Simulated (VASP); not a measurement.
A run of VASP 6.6.1 is set up as follows.

Contents of INCAR:

```
  PREC = Accurate
  ENCUT = 520
  EDIFF = 1E-6
  ISMEAR = -1
  SIGMA = 0.05
  LREAL = F
  LASPH = T
  NELM = 150
  ALGO = Normal
  ISIF = 2
  LWAVE = F
  LCHARG = F
  ISPIN = 2
  MAGMOM = 0.8 0
  LORBIT = 11
  NUPDOWN = 0.8
  LMAXMIX = 4
  GGA = PS
  NBANDS = 18
```

KPOINTS

```
regular mesh
0
Gamma
  8 8 8
```

File POSCAR:

```
AlNi
1.0
    2.8810000000      0.0000000000      0.0000000000
    0.0000000000      2.8810000000      0.0000000000
    0.0000000000      0.0000000000      2.8810000000
Ni Al
1 1
Direct
    0.5000000000      0.5000000000      0.5000000000
    0.0000000000      0.0000000000      0.0000000000
```

Potentials or basis: VASP PAW PBE potentials, release 64 (Ni, Al).

Launch:

```console
$ cat potpaw_PBE.64/Ni/POTCAR potpaw_PBE.64/Al/POTCAR > POTCAR
$ mpirun -np 1 vasp_std > vasp.out
```

Task: Predict the pressure.

Result: -0.7 GPa.

Caveat: the PAW data sets were made with another functional, which shifts forces and pressure a little; the total moment is fixed, so each spin has its own Fermi level.
